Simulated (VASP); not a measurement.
NbH2, 3 atoms in the cell. It takes space group Fm-3m (No. 225, cubic). Conventional cell: a = 4.643 Å, b = 4.643 Å, c = 4.643 Å, α = 90.00°, β = 90.00°, γ = 90.00°. Within 2.7 Å of Nb (site symmetry m-3m) lie 8 H at 2.01 Å. H (site symmetry -43m) has 4 Nb at 2.01 Å and 6 H at 2.32 Å within 2.7 Å. 

| Property | Result |
| --- | --- |
| Program | VASP 6.6.1 |
| Task | single point |
| Functional | PBEsol |
| Potentials or basis | VASP PAW PBE potentials, release 64 (Nb_sv, H) |
| Cutoff | 520 eV |
| k mesh | 11 × 11 × 11 |
| Occupations | methfessel-paxton, width 0.1 eV |
| Spin | no spin polarisation |
| Dipole correction | no |
| Further INCAR settings | ALGO = Normal; EDIFF = 1e-07; NBANDS = 14 |

Potentials or basis: VASP PAW PBE potentials, release 64 (Nb_sv, H).

Launch:

```bash
$ cat potpaw_PBE.64/Nb_sv/POTCAR potpaw_PBE.64/H/POTCAR > POTCAR
$ mpirun -np 1 vasp_std > vasp.out
```

Hardware: 1 thread of Intel(R) Xeon(R) 6975P-C (Granite Rapids) (shared host).

**Question.** How long does it take, and how much memory?

**Answer.** Run time: 6.3 s on 1 thread of Intel(R) Xeon(R) 6975P-C (Granite Rapids) (shared host), peak memory 0.15 GiB. Counts: scf iterations 13, k points 56.
